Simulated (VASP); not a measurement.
# SrCaI2 (P4/mmm) in VASP: single point with PBE

Aim: the single point of SrCaI2 with PBE.

Program: VASP 6.6.1. These are calculated values, not measurements. Logs are shortened: lines on timing, memory, paths and dates and some standing lists are left out, and cuts for length are marked.

### 1 The cell of the first run

It takes space group P4/mmm (No. 123, tetragonal). The conventional cell has a = 4.093 Å, b = 4.093 Å, c = 8.142 Å, α = 90.00°, β = 90.00°, γ = 90.00°. Within 4.7 Å of Sr (site symmetry 4/mmm) lie 8 I at 3.54 Å and 2 Ca at 4.07 Å and 4 Sr at 4.09 Å. Ca (site symmetry 4/mmm) has 8 I at 3.54 Å and 2 Sr at 4.07 Å and 4 Ca at 4.09 Å within 4.6 Å. Within 4.6 Å of I (site symmetry 4mm) lie 4 Ca at 3.54 Å and 4 Sr at 3.54 Å and 6 I at 4.06 to 4.09 Å.

### 2 Single point, PBE

Contents of INCAR:

```
PREC = Accurate
ENCUT = 520
EDIFF = 1E-6
ISMEAR = 0
SIGMA = 0.1
LREAL = F
LASPH = T
NELM = 100
ALGO = Fast
ISIF = 2
LWAVE = F
LCHARG = F
GGA = PE
NBANDS = 25
```

Contents of KPOINTS:

```
regular mesh
0
Gamma
  12 12 6
```

Contents of POSCAR:

```
SrCaI2
1.0
    4.0931879982      0.0000000000      0.0000000000
    0.0000000000      4.0931879982      0.0000000000
    0.0000000000      0.0000000000      8.1419407061
Sr Ca I
1 1 2
Direct
    0.0000000000      0.0000000000      0.5000000000
    0.0000000000      0.0000000000      0.0000000000
    0.5000000000      0.5000000000      0.2496267190
    0.5000000000      0.5000000000      0.7503732810
```

Potentials or basis: VASP PAW PBE potentials, release 64 (Sr_sv, Ca_sv, I).

Run with:

```bash
$ cat potpaw_PBE.64/Sr_sv/POTCAR potpaw_PBE.64/Ca_sv/POTCAR potpaw_PBE.64/I/POTCAR > POTCAR
$ mpirun -np 1 vasp_std > vasp.out
```

OUTCAR:

```text
PREC = Accurate
   ENCUT = 520
   EDIFF = 1E-6
   ISMEAR = 0
   LREAL = F
   LASPH = T
   NELM = 100
   ISIF = 2
   GGA = PE

 ion  position               nearest neighbor table
   1  0.000  0.000  0.500-   3 3.54   4 3.54   3 3.54   4 3.54   3 3.54   4 3.54   3 3.54   4 3.54
                             2 4.07   2 4.07
   2  0.000  0.000  0.000-   1 4.07   1 4.07
   3  0.500  0.500  0.250-   1 3.54   1 3.54   1 3.54   1 3.54
   4  0.500  0.500  0.750-   1 3.54   1 3.54   1 3.54   1 3.54

  LATTYP: Found a simple tetragonal cell.
 ALAT       =     4.0931879982
 C/A-ratio  =     1.9891440876

  Lattice vectors:

 A1 = (   4.0931879982,   0.0000000000,   0.0000000000)
 A2 = (   0.0000000000,   4.0931879982,   0.0000000000)
 A3 = (   0.0000000000,   0.0000000000,   8.1419407061)

Analysis of symmetry for initial positions (statically):
=====================================================================
 Subroutine PRICEL returns:
 Original cell was already a primitive cell.

 Routine SETGRP: Setting up the symmetry group for a
 simple tetragonal supercell.

 Subroutine GETGRP returns: Found 16 space group operations
 (whereof 16 operations were pure point group operations)
 out of a pool of 16 trial point group operations.

The static configuration has the point symmetry D_4h.

Analysis of symmetry for dynamics (positions and initial velocities):
=====================================================================
 Subroutine PRICEL returns:
 Original cell was already a primitive cell.

 Routine SETGRP: Setting up the symmetry group for a
 simple tetragonal supercell.

 Subroutine GETGRP returns: Found 16 space group operations
 (whereof 16 operations were pure point group operations)
 out of a pool of 16 trial point group operations.

The dynamic configuration has the point symmetry D_4h.

 Subroutine INISYM returns: Found 16 space group operations
 (whereof 16 operations are pure point group operations),
 and found     1 'primitive' translations

----------------------------------------------------------------------------------------

                                     Primitive cell

  volume of cell :     136.4116

  direct lattice vectors                    reciprocal lattice vectors
     4.093187998  0.000000000  0.000000000     0.244308349  0.000000000  0.000000000
     0.000000000  4.093187998  0.000000000     0.000000000  0.244308349  0.000000000
     0.000000000  0.000000000  8.141940706     0.000000000  0.000000000  0.122820840

  length of vectors
     4.093187998  4.093187998  8.141940706     0.244308349  0.244308349  0.122820840

  position of ions in fractional coordinates (direct lattice)
     0.000000000  0.000000000  0.500000000
     0.000000000  0.000000000  0.000000000
     0.500000000  0.500000000  0.249626719
     0.500000000  0.500000000  0.750373281

  ion indices of the primitive-cell ions
   primitive index   ion index
                 1           1
                 2           2
                 3           3
                 4           4

----------------------------------------------------------------------------------------

 KPOINTS: regular mesh

Automatic generation of k-mesh.
 Grid dimensions read from file:
 generate k-points for:   12   12    6

 Generating k-lattice:

  Cartesian coordinates                     Fractional coordinates (reciprocal lattice)
     0.020359029  0.000000000  0.000000000     0.083333333  0.000000000  0.000000000
     0.000000000  0.020359029  0.000000000     0.000000000  0.083333333  0.000000000
     0.000000000  0.000000000  0.020470140     0.000000000  0.000000000  0.166666667

  Length of vectors
     0.020359029  0.020359029  0.020470140

  Shift w.r.t. Gamma in fractional coordinates (k-lattice)
     0.000000000  0.000000000  0.000000000

 Subroutine IBZKPT returns following result:
 ===========================================

 Found    112 irreducible k-points:

 Following reciprocal coordinates:
            Coordinates               Weight
  0.000000  0.000000  0.000000      1.000000
  0.083333  0.000000  0.000000      4.000000
  0.166667  0.000000  0.000000      4.000000
  0.250000  0.000000  0.000000      4.000000
  0.333333  0.000000  0.000000      4.000000
  0.416667  0.000000  0.000000      4.000000
[... 16 lines left out ...]
  0.333333  0.333333  0.000000      4.000000
  0.416667  0.333333  0.000000      8.000000
 [... further k-points ...]
   k-points           NKPTS =    112   k-points in BZ     NKDIM =    112   number of bands    NBANDS=     25
   number of dos      NEDOS =    301   number of ions     NIONS =      4
   total plane-waves  NPLWV =  57600
   dimension x,y,z NGX =    30 NGY =   30 NGZ =   64
   dimension x,y,z NGXF=    60 NGYF=   60 NGZF=  128
   ions per type =               1   1   2
   NGX,Y,Z   is equivalent  to a cutoff of  12.18, 12.18, 13.07 a.u.
   NGXF,Y,Z  is equivalent  to a cutoff of  24.37, 24.37, 26.14 a.u.
 SYSTEM =  unknown system
   PREC   = accura    normal or accurate (medium, high low for compatibility)
   ISTART =      0    job   : 0-new  1-cont  2-samecut
   ICHARG =      2    charge: 1-file 2-atom 10-const
   ISPIN  =      1    spin polarized calculation?
   LNONCOLLINEAR =      F non collinear calculations
   LSORBIT =      F    spin-orbit coupling
   LASPH  =      T    aspherical Exc in radial PAW
   ENCUT  =  520.0 eV  38.22 Ry    6.18 a.u.   7.61  7.61 15.14*2*pi/ulx,y,z
   NELM   =    100;   NELMIN=  2; NELMDL= -5     # of ELM steps
   EDIFF  = 0.1E-05   stopping-criterion for ELM
   LREAL  =      F    real-space projection
[... 7 lines left out ...]
   TEBEG  =    0.0;   TEEND  =   0.0 temperature during run
   PSTRESS=    0.0 pullay stress
   NELECT =      34.0000    total number of electrons
   NUPDOWN=      -1.0000    fix difference up-down
   EMIN   =  10.00;   EMAX   =-10.00  energy-range for DOS
   EFERMI =   0.00;   METHOD = LEGACY
   ISMEAR =     0;   SIGMA  =   0.10  broadening in eV -4-tet -1-fermi 0-gaus
   EFERMI_NEDOS =   21; number of points for ismear=-14 and -15
   IALGO  =     68    algorithm
   IMIX   =      4    mixing-type and parameters
     AMIX     =   0.40;   BMIX     =  1.00
     AMIX_MAG =   1.60;   BMIX_MAG =  1.00
  volume/ion in A,a.u.               =      34.10       230.14
  Fermi-wavevector in a.u.,A,eV,Ry     =   1.030269  1.946926 14.441966  1.061455
  Thomas-Fermi vector in A             =   2.164359
   LORBIT       =      0    0 simple, 1 ext, 2 COOP (PROOUT), +10 PAW based schemes
   GGA     = PE    functional components
   LHFCALC =     F    Hartree Fock is set to
   AEXX    =    0.0000 exact exchange contribution
   IVDW    =     0    specifies the selected vdW correction
   LEPSILON=     F    determine dielectric tensor
   LRPA    =     F    only Hartree local field effects (RPA)
 non-spin polarized calculation
 RMM-DIIS sequential band-by-band and
 Gauss-broadening in eV      SIGMA  =   0.10
  energy-cutoff  :      520.00
  volume of cell :      136.41
 maximum number of plane-waves:      3708
   NGX = 15   NGY = 15   NGZ = 31

 number of electron      34.0000002 magnetization

 Free energy of the ion-electron system (eV)
  ---------------------------------------------------
  ext. energy  EPLUGINS =         0.00000000
  ---------------------------------------------------
  free energy    TOTEN  =       -10.22317480 eV

  energy without entropy =      -10.20430454  energy(sigma->0) =      -10.21373967

 E-fermi :   6.1990     XC(G=0):  -8.8777

 val. band max:        6.1944580597   @ k =   0.2500   0.0833   0.1667
 cond. band min:       6.2074782262   @ k =   0.3333   0.0000   0.0000
 fundamental gap:      0.0130201665
 Fermi energy:         6.1989592288

 k-point     1 :       0.0000    0.0000    0.0000
  band No.  band energies     occupation
      1     -36.7234      2.00000
      2     -30.8651      2.00000
      3     -17.7377      2.00000
      4     -17.7184      2.00000
      5     -17.7184      2.00000
      6     -12.9606      2.00000
[... 17 lines left out ...]
     24       8.5608      0.00000
     25       8.7130      0.00000

 k-point     2 :       0.0833    0.0000    0.0000
  band No.  band energies     occupation
      1     -36.7232      2.00000
      2     -30.8644      2.00000
      3     -17.7372      2.00000
      4     -17.7219      2.00000
      5     -17.7181      2.00000
      6     -12.9570      2.00000
[... 17 lines left out ...]
     24       8.5377      0.00000
     25       8.6032      0.00000

 k-point     3 :       0.1667    0.0000    0.0000
  band No.  band energies     occupation
      1     -36.7228      2.00000
      2     -30.8628      2.00000
      3     -17.7358      2.00000
      4     -17.7315      2.00000
      5     -17.7173      2.00000
      6     -12.9471      2.00000
[... 17 lines left out ...]
     24       8.4356      0.00000
     25       8.7277      0.00000

 k-point     4 :       0.2500    0.0000    0.0000
  band No.  band energies     occupation
      1     -36.7221      2.00000
      2     -30.8605      2.00000
      3     -17.7445      2.00000
      4     -17.7338      2.00000
      5     -17.7161      2.00000
      6     -12.9347      2.00000
[... 17 lines left out ...]
     24       8.3471      0.00000
     25       8.8587      0.00000
[... 477 lines left out ...]
 k-point    22 :       0.5000    0.2500    0.0000
  band No.  band energies     occupation
      1     -36.7196      2.00000
      2     -30.8515      2.00000
      3     -17.7660      2.00000
      4     -17.7377      2.00000
      5     -17.7270      2.00000
      6     -13.0098      2.00000
[... 17 lines left out ...]
     24       8.3481      0.00000
     25       8.9679      0.00000

 k-point    23 :       0.3333    0.3333    0.0000
  band No.  band energies     occupation
      1     -36.7196      2.00000
      2     -30.8516      2.00000
      3     -17.7525      2.00000
      4     -17.7508      2.00000
      5     -17.7271      2.00000
      6     -12.9581      2.00000
[... 17 lines left out ...]
     24       8.5891      0.00000
     25       9.0884      0.00000

 k-point    24 :       0.4167    0.3333    0.0000
  band No.  band energies     occupation
      1     -36.7192      2.00000
      2     -30.8499      2.00000
      3     -17.7605      2.00000
      4     -17.7502      2.00000
      5     -17.7260      2.00000
      6     -12.9832      2.00000
[... 17 lines left out ...]
     24       8.7744      0.00000
     25       9.2055      0.00000

 [... further k-points ...]

------------------------ aborting loop because EDIFF is reached ----------------------------------------

  FORCE on cell =-STRESS in cart. coord.  units (eV):
  Direction    XX          YY          ZZ          XY          YZ          ZX
  --------------------------------------------------------------------------------------
  -------------------------------------------------------------------------------------
  Total        0.0225965      0.0225965      0.0088938      0.0000000      0.0000000      0.0000000
  in kB        0.2653998      0.2653998      0.1044596      0.0000000      0.0000000      0.0000000
  external PRESSURE =       0.2117530 kB  Pullay stress =       0.0000000 kB

 VOLUME and BASIS-vectors are now :
 -----------------------------------------------------------------------------
  energy-cutoff  :      520.00
  volume of cell :      136.41
      direct lattice vectors                 reciprocal lattice vectors
     4.093187998  0.000000000  0.000000000     0.244308349  0.000000000  0.000000000
     0.000000000  4.093187998  0.000000000     0.000000000  0.244308349  0.000000000
     0.000000000  0.000000000  8.141940706     0.000000000  0.000000000  0.122820840

 POSITION                                       TOTAL-FORCE (eV/Angst)
 -----------------------------------------------------------------------------------
      0.00000      0.00000      4.07097        -0.000000      0.000000      0.000000
      0.00000      0.00000      0.00000        -0.000000      0.000000      0.000000
      2.04659      2.04659      2.03245         0.000000     -0.000000      0.002552
      2.04659      2.04659      6.10949        -0.000000     -0.000000     -0.002552
 -----------------------------------------------------------------------------------
    total drift:                                0.000000      0.000000      0.000000

  FREE ENERGIE OF THE ION-ELECTRON SYSTEM (eV)
  ---------------------------------------------------
  free  energy   TOTEN  =       -10.2231747983 eV

  energy  without entropy=      -10.2043045379  energy(sigma->0) =      -10.21373967
```

It took 9.4 min on 1 thread of Intel Xeon Platinum 8488C (Sapphire Rapids), shared host; peak memory 0.53 GiB.

What came out:

- Free energy: -10.2232 eV
- Pressure: 0.0 GPa
- Band gap on the k mesh: zero (bands 17 and 18 overlap by 1.38 eV)

Forces in eV/Å, atoms in the order of the input:
```
Sr   0.000  0.000  0.000
Ca   0.000  0.000  0.000
I    0.000  0.000  0.003
I    0.000  0.000 -0.003
```

Caveat: spin-orbit coupling is left out, which moves the levels of the heavy elements.
